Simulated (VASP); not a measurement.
Write the native input for VASP 6.6.1 that does the following.

```yaml
Task: single point
Functional: PBE
Potentials_or_basis: VASP PAW PBE potentials, release 64 (Te)
Cutoff: 500 eV
k_mesh: 6 × 6 × 6
Occupations: fermi-dirac, width 0.1 eV
Spin: no spin polarisation
Dipole_correction: no
Further_INCAR_settings: ALGO = Normal; EDIFF = 1e-06; NBANDS = 9
```

The structure of Te lies in POSCAR:

```
Te
1.0
    0.0000000000      3.2310000000      3.2310000000
    3.2310000000      0.0000000000      3.2310000000
    3.2310000000      3.2310000000      0.0000000000
Te
1
Direct
    0.5000000000      0.5000000000      0.5000000000
```

This isn't the form of Te at room conditions, which is trigonal, of chains.

These files were run (other wordings do the same):

INCAR

```
ALGO     = Normal         # electronic algorithm
EDIFF    = 1E-6           # SCF threshold, eV
ENCUT    = 500            # plane-wave cutoff, eV
GGA      = PE             # functional
GGA_COMPAT= False        
ISIF     = 2              # what is computed and relaxed
ISMEAR   = -1             # smearing method
LASPH    = True           # aspherical terms in the spheres
LCHARG   = False          # write CHGCAR
LREAL    = False          # projectors in reciprocal space
LWAVE    = False          # write WAVECAR
NBANDS   = 9              # bands
NELM     = 120            # most SCF steps
PREC     = Accurate       # precision mode
SIGMA    = 0.1            # smearing width, eV
```

KPOINTS

```
k-points
0
Gamma
  6 6 6
```

Potentials or basis: VASP PAW PBE potentials, release 64 (Te).

Launch:

```bash
$ cat potpaw_PBE.64/Te/POTCAR > POTCAR
$ mpirun -np 1 vasp_std > vasp.out
```

It gave:

```json
{"Pressure": "-4.2 GPa", "Band gap on the k mesh": "zero (bands 3 and 4 overlap by 0.89 eV)"}
```

Caveat: the cell stands under tension; spin-orbit coupling is left out, which moves the levels of the heavy elements.

It took 12 s on 1 thread of Intel Xeon 8259CL, with other jobs on the host, peak memory 0.2 GiB.
